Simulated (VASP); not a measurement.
# V2I (P6/mmm) in VASP: notebook

V2I is run at these levels: r2SCAN; tasks: single point, relaxation of cell and atoms.

All numbers are computed with VASP 6.6.1; they aren't measurements. Logs are shortened: lines on timing, memory, paths and dates and some standing lists are left out, and cuts for length are marked.

### 1 The cell of the first run

Symmetry: P6/mmm, No. 191, hexagonal system. Conventional cell: a = 4.091 Å, b = 4.091 Å, c = 4.418 Å, α = 90.00°, β = 90.00°, γ = 120.00°. Within 3.1 Å of V (site symmetry -6m2) lie 3 V at 2.36 Å. Within 4.5 Å of I (site symmetry 6/mmm) lie 12 V at 3.23 Å and 8 I at 4.09 to 4.42 Å.

### 2 Single point, r2SCAN, collinear spin, ferromagnetic start

Input file POSCAR:

```
V2I
1.0
    4.0914215651      0.0000000000      0.0000000000
   -2.0457107826      3.5432750130      0.0000000000
    0.0000000000      0.0000000000      4.4176478693
V I
2 1
Direct
    0.3333333333      0.6666666667      0.5000000000
    0.6666666667      0.3333333333      0.5000000000
    0.0000000000      0.0000000000      0.0000000000
```

Input file INCAR.step1:

```
SYSTEM = V2I
PREC = Accurate
ENCUT = 520
ISMEAR = 0
SIGMA = 0.1
LREAL = .False.
LASPH = .True.
NELM = 150
ISPIN = 2
MAGMOM = 2 2 0
LMAXMIX = 4
NBANDS = 28
GGA = PE
ALGO = Normal
EDIFF = 1E-4
LWAVE = .True.
LCHARG = .False.
```

Input file INCAR.step2:

```
SYSTEM = V2I
PREC = Accurate
ENCUT = 520
EDIFF = 1E-6
ISMEAR = 0
SIGMA = 0.1
LREAL = .False.
LASPH = .True.
NELM = 150
ALGO = Normal
ISIF = 2
LWAVE = .False.
LCHARG = .True.
ISPIN = 2
MAGMOM = 2 2 0
LORBIT = 11
LMAXMIX = 4
METAGGA = R2SCAN
LMIXTAU = .True.
LELF = .True.
LVHAR = .True.
NBANDS = 28
ISTART = 1
```

Input file KPOINTS:

```
regular mesh
0
Gamma
  6 6 4
  0 0 0
```

Potentials or basis: VASP PAW PBE potentials, release 64 (V_sv, I).

Started as:

```console
$ cat potpaw_PBE.64/V_sv/POTCAR potpaw_PBE.64/I/POTCAR > POTCAR
$ cp INCAR.step1 INCAR
$ mpirun -np 1 vasp_std > vasp.out
$ cp INCAR.step2 INCAR
$ mpirun -np 1 vasp_std > vasp.out
```

OUTCAR:

```text
SYSTEM = V2I
   PREC = Accurate
   ENCUT = 520
   EDIFF = 1E-6
   ISMEAR = 0
   LREAL = .False.
   LASPH = .True.
   NELM = 150
   ISIF = 2
   ISPIN = 2
   LORBIT = 11
   METAGGA = R2SCAN
   ISTART = 1

 ion  position               nearest neighbor table
   1  0.333  0.667  0.500-   2 2.36   2 2.36   2 2.36   3 3.23   3 3.23   3 3.23   3 3.23   3 3.23
                             3 3.23
   2  0.667  0.333  0.500-   1 2.36   1 2.36   1 2.36   3 3.23   3 3.23   3 3.23   3 3.23   3 3.23
                             3 3.23
   3  0.000  0.000  0.000-   1 3.23   2 3.23   1 3.23   2 3.23   2 3.23   2 3.23   1 3.23   1 3.23
                             2 3.23   2 3.23   1 3.23   1 3.23

  LATTYP: Found a hexagonal cell.
 ALAT       =     4.0914215651
 C/A-ratio  =     1.0797342193

  Lattice vectors:

 A1 = (   4.0914215651,   0.0000000000,   0.0000000000)
 A2 = (  -2.0457107826,   3.5432750130,   0.0000000000)
 A3 = (   0.0000000000,   0.0000000000,   4.4176478693)

Analysis of symmetry for initial positions (statically):
=====================================================================
 Subroutine PRICEL returns:
 Original cell was already a primitive cell.

 Routine SETGRP: Setting up the symmetry group for a
 hexagonal supercell.

 Subroutine GETGRP returns: Found 24 space group operations
 (whereof 24 operations were pure point group operations)
 out of a pool of 24 trial point group operations.

The static configuration has the point symmetry D_6h.

Analysis of symmetry for dynamics (positions and initial velocities):
=====================================================================
 Subroutine PRICEL returns:
 Original cell was already a primitive cell.

 Routine SETGRP: Setting up the symmetry group for a
 hexagonal supercell.

 Subroutine GETGRP returns: Found 24 space group operations
 (whereof 24 operations were pure point group operations)
 out of a pool of 24 trial point group operations.

The dynamic configuration has the point symmetry D_6h.

Analysis of structural, dynamic, and magnetic symmetry:
=====================================================================
 Subroutine PRICEL returns:
 Original cell was already a primitive cell.

 Routine SETGRP: Setting up the symmetry group for a
 hexagonal supercell.

 Subroutine GETGRP returns: Found 24 space group operations
 (whereof 24 operations were pure point group operations)
 out of a pool of 24 trial point group operations.

The overall configuration has the point symmetry D_6h.

 Subroutine INISYM returns: Found 24 space group operations
 (whereof 24 operations are pure point group operations),
 and found     1 'primitive' translations

----------------------------------------------------------------------------------------

                                     Primitive cell

  volume of cell :      64.0428

  direct lattice vectors                    reciprocal lattice vectors
     4.091421565  0.000000000  0.000000000     0.244413826  0.141112388  0.000000000
    -2.045710783  3.543275013  0.000000000     0.000000000  0.282224777  0.000000000
     0.000000000  0.000000000  4.417647869     0.000000000  0.000000000  0.226364805

  length of vectors
     4.091421565  4.091421565  4.417647869     0.282224777  0.282224777  0.226364805

  position of ions in fractional coordinates (direct lattice)
     0.333333333  0.666666667  0.500000000
     0.666666667  0.333333333  0.500000000
     0.000000000  0.000000000  0.000000000

  ion indices of the primitive-cell ions
   primitive index   ion index
                 1           1
                 2           2
                 3           3

----------------------------------------------------------------------------------------

 KPOINTS: regular mesh

Automatic generation of k-mesh.
 Grid dimensions read from file:
 generate k-points for:    6    6    4

 Generating k-lattice:

  Cartesian coordinates                     Fractional coordinates (reciprocal lattice)
     0.040735638  0.023518731  0.000000000     0.166666667 -0.000000000  0.000000000
     0.000000000  0.047037463  0.000000000     0.000000000  0.166666667  0.000000000
     0.000000000  0.000000000  0.056591201     0.000000000  0.000000000  0.250000000

  Length of vectors
     0.047037463  0.047037463  0.056591201

  Shift w.r.t. Gamma in fractional coordinates (k-lattice)
     0.000000000  0.000000000  0.000000000

 Subroutine IBZKPT returns following result:
 ===========================================

 Found     21 irreducible k-points:

 Following reciprocal coordinates:
            Coordinates               Weight
  0.000000  0.000000  0.000000      1.000000
  0.166667 -0.000000  0.000000      6.000000
  0.333333 -0.000000  0.000000      6.000000
  0.500000 -0.000000  0.000000      3.000000
  0.166667  0.166667  0.000000      6.000000
  0.333333  0.166667  0.000000     12.000000
[... 13 lines left out ...]
  0.333333  0.166667  0.500000     12.000000
  0.333333  0.333333  0.500000      2.000000
   k-points           NKPTS =     21   k-points in BZ     NKDIM =     21   number of bands    NBANDS=     28
   number of dos      NEDOS =    301   number of ions     NIONS =      3
   total plane-waves  NPLWV =  32400
   dimension x,y,z NGX =    30 NGY =   30 NGZ =   36
   dimension x,y,z NGXF=    60 NGYF=   60 NGZF=   72
   ions per type =               2   1
   NGX,Y,Z   is equivalent  to a cutoff of  12.19, 12.19, 13.55 a.u.
   NGXF,Y,Z  is equivalent  to a cutoff of  24.38, 24.38, 27.10 a.u.
 SYSTEM =  V2I
   PREC   = accura    normal or accurate (medium, high low for compatibility)
   ISTART =      1    job   : 0-new  1-cont  2-samecut
   ICHARG =      0    charge: 1-file 2-atom 10-const
   ISPIN  =      2    spin polarized calculation?
   LNONCOLLINEAR =      F non collinear calculations
   LSORBIT =      F    spin-orbit coupling
   LASPH  =      T    aspherical Exc in radial PAW
   ENCUT  =  520.0 eV  38.22 Ry    6.18 a.u.   7.61  7.61  8.21*2*pi/ulx,y,z
   NELM   =    150;   NELMIN=  2; NELMDL=  0     # of ELM steps
   EDIFF  = 0.1E-05   stopping-criterion for ELM
   LREAL  =      F    real-space projection
   EDIFFG = 0.1E-04   stopping-criterion for IOM
   NSW    =      0    number of steps for IOM
   IBRION =     -1    ionic relax: 0-MD 1-quasi-New 2-CG
   NFREE  =      0    steps in history (QN), initial steepest desc. (CG)
   ISIF   =      2    stress and relaxation
   ISYM   =      2    0-nonsym 1-usesym 2-fastsym
   POTIM  = 0.5000    time-step for ionic-motion
   TEBEG  =    0.0;   TEEND  =   0.0 temperature during run
   PSTRESS=    0.0 pullay stress
   NELECT =      33.0000    total number of electrons
   NUPDOWN=      -1.0000    fix difference up-down
   EMIN   =  10.00;   EMAX   =-10.00  energy-range for DOS
   EFERMI =   0.00;   METHOD = LEGACY
   ISMEAR =     0;   SIGMA  =   0.10  broadening in eV -4-tet -1-fermi 0-gaus
   EFERMI_NEDOS =   21; number of points for ismear=-14 and -15
   IALGO  =     38    algorithm
   IMIX   =      4    mixing-type and parameters
     AMIX     =   0.40;   BMIX     =  1.00
     AMIX_MAG =   1.60;   BMIX_MAG =  1.00
  volume/ion in A,a.u.               =      21.35       144.06
  Fermi-wavevector in a.u.,A,eV,Ry     =   1.312470  2.480209 23.437093  1.722578
  Thomas-Fermi vector in A             =   2.442860
   LORBIT       =     11    0 simple, 1 ext, 2 COOP (PROOUT), +10 PAW based schemes
   METAGGA = R2SCAN    functional components
   LHFCALC =     F    Hartree Fock is set to
   AEXX    =    0.0000 exact exchange contribution
   IVDW    =     0    specifies the selected vdW correction
   LEPSILON=     F    determine dielectric tensor
   LRPA    =     F    only Hartree local field effects (RPA)
 spin polarized calculation
 Gauss-broadening in eV      SIGMA  =   0.10
  energy-cutoff  :      520.00
  volume of cell :       64.04
 maximum number of plane-waves:      1744
   NGX = 15   NGY = 15   NGZ = 17

 number of electron      32.9999998 magnetization       0.0000411

 Free energy of the ion-electron system (eV)
  ---------------------------------------------------
  ext. energy  EPLUGINS =         0.00000000
  ---------------------------------------------------
  free energy    TOTEN  =       -49.03029041 eV

  energy without entropy =      -49.01674259  energy(sigma->0) =      -49.02351650

 E-fermi :   8.2228     XC(G=0): -11.2892

 val. band max:        8.1719244296   @ k =   0.1667  -0.0000   0.2500
 cond. band min:       8.3544734366   @ k =   0.3333   0.1667   0.2500
 fundamental gap:      0.1825490070
 Fermi energy:         8.2228326464

 spin component 1

 k-point     1 :       0.0000    0.0000    0.0000
  band No.  band energies     occupation
      1     -58.0532      1.00000
      2     -57.6854      1.00000
      3     -31.0707      1.00000
      4     -31.0328      1.00000
      5     -31.0327      1.00000
      6     -30.8043      1.00000
[... 20 lines left out ...]
     27      15.8209      0.00000
[... 597 lines left out ...]
      5     -30.9393      1.00000
      6     -30.5623      1.00000
[... 20 lines left out ...]
     27      15.4678      0.00000
     28      18.0051      0.00000
 Fermi energy:         8.2228326464

 spin component 2

 k-point     1 :       0.0000    0.0000    0.0000
  band No.  band energies     occupation
      1     -58.0532      1.00000
      2     -57.6854      1.00000
      3     -31.0707      1.00000
      4     -31.0328      1.00000
      5     -31.0327      1.00000
      6     -30.8042      1.00000
[... 20 lines left out ...]
     27      15.8209      0.00000
[... 598 lines left out ...]
      6     -30.5622      1.00000
[... 20 lines left out ...]
     27      15.4678      0.00000
     28      18.0051      0.00000

------------------------ aborting loop because EDIFF is reached ----------------------------------------

  FORCE on cell =-STRESS in cart. coord.  units (eV):
  Direction    XX          YY          ZZ          XY          YZ          ZX
  --------------------------------------------------------------------------------------
  -------------------------------------------------------------------------------------
  Total       -2.2998069     -2.2998069     -2.6452886      0.0000000     -0.0000000      0.0000000
  in kB      -57.5349532    -57.5349532    -66.1779712      0.0000000     -0.0000000      0.0000000
  external PRESSURE =     -60.4159592 kB  Pullay stress =       0.0000000 kB

 VOLUME and BASIS-vectors are now :
 -----------------------------------------------------------------------------
  energy-cutoff  :      520.00
  volume of cell :       64.04
      direct lattice vectors                 reciprocal lattice vectors
     4.091421565  0.000000000  0.000000000     0.244413826  0.141112388  0.000000000
    -2.045710783  3.543275013  0.000000000     0.000000000  0.282224777  0.000000000
     0.000000000  0.000000000  4.417647869     0.000000000  0.000000000  0.226364805

 POSITION                                       TOTAL-FORCE (eV/Angst)
 -----------------------------------------------------------------------------------
     -0.00000      2.36218      2.20882         0.000000      0.000000     -0.000000
      2.04571      1.18109      2.20882        -0.000000      0.000000      0.000000
      0.00000      0.00000      0.00000        -0.000000      0.000000      0.000000
 -----------------------------------------------------------------------------------
    total drift:                                0.000000      0.000000      0.000000

  FREE ENERGIE OF THE ION-ELECTRON SYSTEM (eV)
  ---------------------------------------------------
  free  energy   TOTEN  =       -49.0302904068 eV

  energy  without entropy=      -49.0167425937  energy(sigma->0) =      -49.02351650

 total charge

# of ion       s       p       d       tot
------------------------------------------
    1        2.298   6.084   3.312  11.694
    2        2.298   6.084   3.312  11.694
    3        1.530   2.626   0.093   4.249
--------------------------------------------------
tot          6.126  14.793   6.717  27.637

 magnetization (x)

# of ion       s       p       d       tot
------------------------------------------
    1        0.000   0.000   0.000   0.000
    2        0.000   0.000   0.000   0.000
    3        0.000  -0.000   0.000  -0.000
--------------------------------------------------
tot          0.000   0.000   0.000   0.000
```

Run time: 3.5 min. Hardware: 1 thread of Oxide Virtual Turin-like, shared host; peak memory 0.21 GiB.

Results:

```
Free energy                                           : -49.0303 eV
Pressure                                              : -6.0 GPa
Net moment                                            : 0.00 μB per cell
Valence electrons inside the program's atomic spheres : V 11.69; I 4.25
```

Stress tensor (GPa, compression positive):
```
-5.75  0.00  0.00
 0.00 -5.75  0.00
 0.00  0.00 -6.62
```

Caveat: the cell stands under tension; the PAW data sets were made with another functional, which shifts forces and pressure a little; spin-orbit coupling is left out, which moves the levels of the heavy elements.

### 3 Relaxation of cell and atoms, r2SCAN

POSCAR is that of step 2.

Input file INCAR.step1:

```
SYSTEM = V2I
ALGO = Normal
EDIFF = 1E-4
ENCUT = 600
GGA = PE
ISMEAR = 0
LASPH = .True.
LCHARG = .False.
LREAL = .False.
LWAVE = .True.
NELM = 100
PREC = Accurate
SIGMA = 0.1
```

Input file INCAR.step2:

```
SYSTEM = V2I
ALGO = Normal
EDIFF = 1E-6
EDIFFG = -0.04
ENCUT = 600
IBRION = 2
ISIF = 3
ISMEAR = 0
ISTART = 1
LASPH = .True.
LCHARG = .False.
LMIXTAU = .True.
LREAL = .False.
LWAVE = .False.
METAGGA = R2SCAN
NELM = 100
NSW = 90
PREC = Accurate
SIGMA = 0.1
```

Input file KPOINTS:

```
k-points
0
Gamma
  6 6 4
  0 0 0
```

Potentials or basis: VASP PAW PBE potentials, release 64 (V_sv, I).

Started as:

```console
$ cat potpaw_PBE.64/V_sv/POTCAR potpaw_PBE.64/I/POTCAR > POTCAR
$ cp INCAR.step1 INCAR
$ mpirun -np 1 vasp_std > vasp.out
$ cp INCAR.step2 INCAR
$ mpirun -np 1 vasp_std > vasp.out
```

Run time: 30 min. Hardware: 1 thread of Oxide Virtual Turin-like, shared host; peak memory 0.22 GiB.

It converged, with:

```yaml
Free_energy: -49.3656 eV
Relaxed_volume: 17.56 Å³/atom
Relaxed_cell: a = 4.224 Å, b = 4.224 Å, c = 3.410 Å, α = 90.00°, β = 90.00°, γ = 120.00°
Space_group_after_relaxing_to_0.1_Å: P6/mmm (No. 191)
Energy_gained_by_relaxing: 111.4 meV/atom
Ionic_steps: 14
Pressure_after_relaxing: 0.1 GPa
Band_gap_on_the_k_mesh: zero (an odd number of electrons rules out a gap without spin polarisation)
```

The path:
```
step  energy change (eV)  largest force (eV/Å)  pressure (GPa)  volume (Å³)
   1              0.0000                0.0000           -6.07        64.04
   2             -0.1355                0.0000            1.05        56.83
   3             -0.1373                0.0000            0.17        57.50
   4             -0.1652                0.0000            0.40        56.91
   5             -0.2085                0.0000            0.78        55.62
   6             -0.2875                0.0000            2.14        52.72
   7              0.3996                0.0000           21.05        45.52
   8             -0.3017                0.0000            2.48        52.17
   9             -0.2288                0.0000            7.88        49.04
  10             -0.3149                0.0000            3.58        51.08
  11             -0.3287                0.0000            0.77        52.13
  12             -0.3294                0.0000            1.18        51.94
  13             -0.3329                0.0000            0.60        52.30
  14             -0.3342                0.0000            0.06        52.69
```

Final structure:
```
V I
1.0
     4.22387    0.00000    0.00000
    -2.11194    3.65798    0.00000
     0.00000    0.00000    3.40992
V I
2 1
Direct
  0.33333 0.66667 0.50000
  0.66667 0.33333 0.50000
  0.00000 0.00000 0.00000
```

Levels at points of the mesh, in eV from the Fermi level:
```
           k point  band 12  band 13  band 14  band 15  band 16  band 17  band 18  band 19  band 20
(0.00, 0.00, 0.00)    -3.34    -2.54    -0.90    -0.43    -0.43    -0.20    -0.20     0.23     2.12
(0.50, 0.00, 0.00)    -3.90    -2.68    -1.11    -1.08    -0.71    -0.65     1.07     2.10     2.21
(0.00, 0.00, 0.50)    -4.87    -1.85    -1.85    -1.08    -1.08     0.13     0.13     0.40     1.42
(0.50, 0.00, 0.50)    -6.16    -2.37    -1.36    -1.14    -0.49     1.57     1.74     1.84     1.90
```

Caveat: the volume moved by over 15 % at a fixed basis, so the end points are rough; the PAW data sets were made with another functional, which shifts forces and pressure a little; spin-orbit coupling is left out, which moves the levels of the heavy elements; an odd number of electrons without spin polarisation forces a metal; a magnetic or distorted state may lie lower; the run has no spin polarisation, though such a crystal can be magnetic.

### 4 Relaxation of cell and atoms, r2SCAN

This run uses another cell than the first one, of 17.52 Å³/atom.

Input file POSCAR:

```
V2I
1.0
    4.2161642383      0.0000000000      0.0000000000
   -2.1080821192      3.6513053369      0.0000000000
    0.0000000000      0.0000000000      3.4140655976
V I
2 1
Direct
    0.3333333333      0.6666666667      0.5000000000
    0.6666666667      0.3333333333      0.5000000000
    0.0000000000      0.0000000000      0.0000000000
```

Input file INCAR.step1:

```
ALGO = Normal
EDIFF = 1E-4
ENCUT = 600
GGA = PE
ISMEAR = 0
LASPH = T
LCHARG = F
LREAL = F
LWAVE = T
NELM = 60
PREC = Accurate
SIGMA = 0.1
```

Input file INCAR.step2:

```
ALGO = Normal
EDIFF = 1E-7
EDIFFG = -0.04
ENCUT = 600
IBRION = 2
ISIF = 3
ISMEAR = 0
ISTART = 1
LASPH = T
LCHARG = F
LMIXTAU = T
LREAL = F
LWAVE = F
METAGGA = R2SCAN
NELM = 60
NSW = 90
PREC = Accurate
SIGMA = 0.1
```

Input file KPOINTS:

```
k-points
0
Gamma
  6 6 6
```

Started as:

```console
$ cat potpaw_PBE.64/V_sv/POTCAR potpaw_PBE.64/I/POTCAR > POTCAR
$ cp INCAR.step1 INCAR
$ mpirun -np 1 vasp_std > vasp.out
$ cp INCAR.step2 INCAR
$ mpirun -np 1 vasp_std > vasp.out
```

It took 4.9 min on 1 thread of Oxide Virtual Turin-like, shared host; peak memory 0.19 GiB.

Results (log left out):

| Property | Result |
| --- | --- |
| Free energy | -49.3977 eV |
| Relaxed volume | 17.45 Å³/atom |
| Relaxed cell | a = 4.207 Å, b = 4.207 Å, c = 3.415 Å, α = 90.00°, β = 90.00°, γ = 120.00° |
| Space group after relaxing (to 0.1 Å) | P6/mmm (No. 191) |
| Energy gained by relaxing | 0.1 meV/atom |
| Ionic steps | 2 |
| Pressure after relaxing | 0.2 GPa |
| Band gap on the k mesh | zero (an odd number of electrons rules out a gap without spin polarisation) |

Stress tensor (GPa, compression positive):
```
0.12 0.00 0.00
0.00 0.12 0.00
0.00 0.00 0.31
```

The path:
```
step  energy change (eV)  largest force (eV/Å)  pressure (GPa)  volume (Å³)
   1              0.0000                0.0000           -0.24        52.56
   2             -0.0002                0.0000            0.18        52.36
```

Final structure:
```xyz
3
Lattice="4.2075 0.0000 0.0000 -2.1037 3.6438 0.0000 0.0000 0.0000 3.4154" Properties=species:S:1:pos:R:3 pbc="T T T"
V     0.0000    2.4292    1.7077
V     2.1037    1.2146    1.7077
I     0.0000    0.0000    0.0000
```

Levels at points of the mesh, in eV from the Fermi level:
```csv
k point,band 12,band 13,band 14,band 15,band 16,band 17,band 18,band 19,band 20
"(0.00, 0.00, 0.00)",-3.33,-2.51,-0.79,-0.37,-0.37,-0.18,-0.18,0.32,1.66
"(0.50, 0.00, 0.00)",-3.90,-2.64,-1.08,-1.03,-0.71,-0.60,1.10,1.96,2.18
"(0.00, 0.00, 0.50)",-4.82,-1.82,-1.82,-1.05,-1.05,0.18,0.18,0.45,1.52
"(0.50, 0.00, 0.50)",-6.13,-2.31,-1.32,-1.12,-0.43,1.63,1.81,1.91,1.92
```

Caveat: the PAW data sets were made with another functional, which shifts forces and pressure a little; spin-orbit coupling is left out, which moves the levels of the heavy elements; an odd number of electrons without spin polarisation forces a metal; a magnetic or distorted state may lie lower; the run has no spin polarisation, though such a crystal can be magnetic.

[end of part 1 of 2]
